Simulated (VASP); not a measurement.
Set up this calculation in VASP 6.6.1, as the native input.

- Task: single point
- Functional: r2SCAN
- Potentials or basis: VASP PAW PBE potentials, release 64 (Zn, Se)
- Cutoff: 520 eV
- k mesh: 6 × 6 × 4
- Occupations: fermi-dirac, width 0.02 eV
- Spin: no spin polarisation
- Dipole correction: no
- Further INCAR settings: ALGO = Normal; EDIFF = 1e-06; NBANDS = 26

ZnSe:

```xyz
4
Lattice="3.8171 0.0000 0.0000 -1.9085 3.3057 0.0000 0.0000 0.0000 6.1926" Properties=species:S:1:pos:R:3 pbc="T T T"
Zn    0.0000    0.0000    0.0000
Zn    0.0000    0.0000    3.0963
Se    0.0000    2.2038    1.5482
Se    1.9085    1.1019    4.6445
```

This cell differs from its parent crystal: volume changed by +3%.

The input as run:

POSCAR

```
ZnSe
1.0
    3.8170946692      0.0000000000      0.0000000000
   -1.9085473346      3.3057009522      0.0000000000
    0.0000000000      0.0000000000      6.1926132081
Zn Se
2 2
Direct
    0.0000000000      0.0000000000      0.0000000000
    0.0000000000      0.0000000000      0.5000000000
    0.3333333333      0.6666666667      0.2500000000
    0.6666666667      0.3333333333      0.7500000000
```

INCAR.step1

```
SYSTEM = ZnSe
  ALGO = Normal
  EDIFF = 1E-4
  ENCUT = 520
  GGA = PE
  ISMEAR = -1
  LASPH = .TRUE.
  LCHARG = .FALSE.
  LREAL = .FALSE.
  LWAVE = .TRUE.
  NBANDS = 26
  NELM = 80
  PREC = Accurate
  SIGMA = 0.02
```

INCAR.step2

```
SYSTEM = ZnSe
  ALGO = Normal
  EDIFF = 1E-6
  ENCUT = 520
  ISIF = 2
  ISMEAR = -1
  ISTART = 1
  LASPH = .TRUE.
  LCHARG = .FALSE.
  LMIXTAU = .TRUE.
  LREAL = .FALSE.
  LWAVE = .FALSE.
  METAGGA = R2SCAN
  NBANDS = 26
  NELM = 80
  PREC = Accurate
  SIGMA = 0.02
```

KPOINTS

```
k-points
0
G
  6 6 4
  0 0 0
```

Potentials or basis: VASP PAW PBE potentials, release 64 (Zn, Se).

Command:

```bash
$ cat potpaw_PBE.64/Zn/POTCAR potpaw_PBE.64/Se/POTCAR > POTCAR
$ cp INCAR.step1 INCAR
$ mpirun -np 1 vasp_std > vasp.out
$ cp INCAR.step2 INCAR
$ mpirun -np 1 vasp_std > vasp.out
```

It gave:

```
Pressure : -2.0 GPa
```

Caveat: the PAW data sets were made with another functional, which shifts forces and pressure a little.

Wall time 2.3 min on 1 thread of Intel(R) Xeon(R) Platinum 8259CL CPU @ 2.50GHz (Skylake/Cascade Lake), on a shared host, peak memory 0.21 GiB.
